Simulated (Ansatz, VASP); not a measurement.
**MnO: VASP and Ansatz over several settings**

```
Mn O
1.0
     0.00000    2.20898    2.20898
     2.20898    0.00000    2.20898
     2.20898    2.20898    0.00000
Mn O
1 1
Direct
  0.00000 0.00000 0.00000
  0.50000 0.50000 0.50000
```

Single points on this cell with VASP 6.6.1 and Ansatz 0.2.0. Each row is one pair of runs. Alike in all rows: spin: collinear, typed start; smearing: fermi-dirac, width 0.05 eV.

```csv
level,k mesh,"VASP's potentials, cutoff","Ansatz's potentials, cutoff","gap on the k mesh at the Fermi level (eV), VASP","gap on the k mesh at the Fermi level (eV), Ansatz","pressure (GPa), VASP","pressure (GPa), Ansatz","net moment per atom (μB), VASP","net moment per atom (μB), Ansatz"
B3LYP,5 × 5 × 5,"VASP PAW PBE potentials, release 64 (Mn_pv, O), 520 eV","Ansatz PAW, 420 eV",2.14,2.09,9.6,9.1,2.50,2.50
LDA,10 × 10 × 10,"VASP PAW LDA potentials, release 64 (Mn_pv, O), 520 eV","Ansatz PAW, 420 eV",none,none,-16.6,-15.2,2.22,2.27
r2SCAN,10 × 10 × 10,"VASP PAW PBE potentials, release 64 (Mn_pv, O), 520 eV","Ansatz PAW, 500 eV",?,none,?,3.7,?,2.50
```

**Question.** Fill in what VASP gave in row 3.

**Answer.** gap on the k mesh at the Fermi level (eV): none; pressure (GPa): 3.9; net moment per atom (μB): 2.50.

VASP's potentials hold 19 valence electrons a cell and Ansatz's 21, so a difference there can come from the potentials and not from the codes.

A gap of «none» marks a metal or a gap that the smearing closes.

The k mesh is coarse in some rows, so the values compare programs but aren't converged. Noted on Ansatz's runs: the magnetic or orbital state may not be the lowest; odd divisions of the mesh miss points on the zone boundary, where band edges often lie, so the gap on the mesh can be too wide.

A gap of «none» marks a metal or a gap under the smearing width.
